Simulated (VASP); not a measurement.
## SnO2: single point with r2SCAN

Crystal: SnO2.

```
CELL_PARAMETERS angstrom
4.61642 0.00000 0.00000
0.00000 4.61642 0.00000
0.00000 0.00000 3.27622
ATOMIC_POSITIONS crystal
Sn 0.50000 0.50000 0.50000
Sn 0.00000 0.00000 0.00000
O 0.19327 0.80673 0.50000
O 0.80673 0.19327 0.50000
O 0.30673 0.30673 0.00000
O 0.69327 0.69327 0.00000
```

* Program: VASP 6.6.1
* Task: single point
* Functional: r2SCAN
* Potentials or basis: VASP PAW PBE potentials, release 64 (Sn_d, O)
* Cutoff: 520 eV
* k mesh: 6 × 6 × 8
* Occupations: gaussian, width 0.02 eV
* Spin: no spin polarisation

The pressure is 8.3 GPa and the largest force is 0.004 eV/Å. The band gap on the k mesh is 2.12 eV, direct.

Forces in eV/Å, atoms in the order of the input:
```
Sn   0.000  0.000  0.000
Sn   0.000  0.000  0.000
O   -0.003  0.003  0.000
O    0.003 -0.003  0.000
O    0.003  0.003  0.000
O   -0.003 -0.003  0.000
```

Stress tensor (GPa, compression positive):
```
11.82  0.00  0.00
 0.00 11.82  0.00
 0.00  0.00  1.41
```

Levels at points of the mesh, in eV from the valence-band top:
```tsv
k point	band 23	band 24	band 25	band 26	band 27	band 28	band 29	band 30
(0.00, 0.00, 0.00)	-1.29	-0.73	-0.73	0.00	2.12	6.63	6.90	6.90
(0.50, 0.00, 0.00)	-1.24	-1.24	-0.59	-0.59	5.37	5.37	7.65	7.65
(0.50, 0.50, 0.00)	-1.40	-1.40	-0.82	-0.82	5.69	5.69	8.28	8.28
(0.00, 0.00, 0.50)	-1.77	-1.77	-1.29	-1.29	7.28	7.28	10.94	10.94
(0.50, 0.00, 0.50)	-1.10	-1.10	-0.50	-0.50	7.66	7.66	9.44	9.44
(0.50, 0.50, 0.50)	-0.92	-0.92	-0.78	-0.78	6.03	6.03	9.86	9.86
```

It took 7.4 min on 1 thread of Intel Xeon 8259CL, with other jobs on the host, peak memory 0.24 GiB.

Caveat: the PAW data sets were made with another functional, which shifts forces and pressure a little; spin-orbit coupling is left out, which moves the levels of the heavy elements. r2SCAN opens gaps a little over a GGA but as a rule still falls short of measured ones.
